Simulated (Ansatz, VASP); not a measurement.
## One calculation of TiO2, two programs

```xyz
6
Lattice="4.5969 0.0000 0.0000 0.0000 4.5969 0.0000 0.0000 0.0000 3.0716" Properties=species:S:1:pos:R:3 pbc="T T T"
Ti    0.0000    0.0000    0.0000
Ti    2.2984    2.2984    1.5358
O     1.4054    1.4054    0.0000
O     0.8930    3.7038    1.5358
O     3.7038    0.8930    1.5358
O     3.1915    3.1915    0.0000
```

Change from the starting cell: uniaxial_z strain +4.0%.

Alike in both runs: task single point; functional r2SCAN; k mesh 6 × 6 × 8; no spin polarisation.

|  | VASP | Ansatz |
| --- | --- | --- |
| version | VASP 6.6.1 | Ansatz 0.2.0 |
| potentials or method | VASP PAW PBE potentials, release 64 (Ti_sv, O) | plane waves, PAW |
| plane-wave cutoff (eV) | 520 | 500 |
| occupations | gaussian, width 0.01 eV | fixed |
| valence electrons in the cell | 48 | 48 |

Ansatz gave:

- gap on the k mesh at the Fermi level (eV): 2.10
- pressure (GPa): -10.2
- traceless stress, the component that is largest in VASP (GPa): -8.02
- rms of the force components (eV/Å): 0.000

Problem. What did VASP give for the same quantities?

Solution. gap on the k mesh at the Fermi level (eV): 2.11; pressure (GPa): -9.1; traceless stress, the component that is largest in VASP (GPa): -7.66; rms of the force components (eV/Å): 0.008.

VASP's potentials were made for PBE, not for r2SCAN. Atom by atom the forces differ by 0.008 eV/Å (rms over components).
